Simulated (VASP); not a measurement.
A run of VASP 6.6.1 is set up as follows.

INCAR

```
  PREC = Accurate
  ENCUT = 520
  EDIFF = 1E-6
  ISMEAR = -1
  SIGMA = 0.17
  LREAL = Auto
  LASPH = True
  NELM = 80
  ALGO = Normal
  ISIF = 2
  LWAVE = False
  LCHARG = False
  GGA = PS
  NBANDS = 98
```

KPOINTS

```
regular mesh
0
Gamma
  3 2 2
```

Contents of POSCAR:

```
TiSi2
1.0
    4.8573820000      0.0000000000      0.0000000000
    0.0000000000      8.3700570000      0.0000000000
    0.0000000000      0.0000000000      8.6655880000
Ti Si
8 16
Direct
    0.4641800871      0.5002474894      0.4886915925
    0.7561274777      0.7610700859      0.7426962833
    0.0066702598     -0.0012783664      0.5071208093
    0.2487348123      0.2626027517      0.7830166862
    0.0000205872      0.4989452282      0.0138017178
    0.2229184363      0.7396962769      0.2426840510
    0.4835938372      0.0028554166     -0.0035542885
    0.8113424063      0.2331286394      0.2811696102
    0.5211037551      0.7972825036      0.4814676165
    0.4591568050      0.1896641803      0.5305121822
    0.2733571294      0.0993302674      0.2550779012
    0.2369795087      0.3947882314      0.2744418498
   -0.0803313390      0.3200336629      0.5717557770
   -0.0264957543      0.6491353643      0.5081017007
    0.7498483751      0.5628396557      0.2679795070
    0.6763725809      0.9252027794      0.2673217328
   -0.0062379282      0.8170553677      0.0016155857
   -0.0242105727      0.1499511891     -0.0143556329
    0.7349432266      0.1041569968      0.7542246412
    0.7024977653      0.4587901851      0.7936680119
    0.5423497678      0.3108819928      0.0354159464
    0.5071044443      0.6226719842      0.0257916716
    0.2568461776      0.6153960481      0.7630872827
    0.2917209312      0.9130642718      0.7235515928
```

Potentials or basis: VASP PAW PBE potentials, release 64 (Ti_sv, Si).

Launch:

```bash
$ cat potpaw_PBE.64/Ti_sv/POTCAR potpaw_PBE.64/Si/POTCAR > POTCAR
$ mpirun -np 1 vasp_std > vasp.out
```

Q: Predict the band gap on the k mesh.

A: Zero (band 80 reaches 9.92 eV, above the bottom of band 81 at 9.18 eV).

Q: Predict the largest force.

A: 3.733 eV/Å.

Forces in eV/Å, atoms in the order of the input:
```
Ti   1.245 -0.224  3.512
Ti  -0.352  0.372  1.115
Ti  -0.954  0.031 -0.684
Ti   0.635  0.032 -0.736
Ti   0.797 -0.437  0.507
Ti   0.571 -0.148  1.513
Ti   0.251 -0.816  0.306
Ti  -2.682  0.219 -0.363
Si  -0.887  0.995  1.009
Si  -0.002 -0.686 -1.284
Si  -0.413 -0.463  0.191
Si   0.080  0.449 -1.451
Si   0.624  0.445 -1.505
Si   0.927  0.068 -0.482
Si   0.379  0.277 -0.697
Si   1.763 -0.190 -1.111
Si  -0.298  1.042 -0.158
Si   0.473 -0.412  1.924
Si   0.192 -0.850 -0.376
Si  -0.264 -1.120 -1.314
Si  -1.036  0.719 -0.323
Si  -0.158  1.122 -0.622
Si  -0.458 -0.694  0.000
Si  -0.433  0.268  1.029
```

Caveat: the k points lie up to 0.43 Å⁻¹ apart; the PAW data sets were made with another functional, which shifts forces and pressure a little.
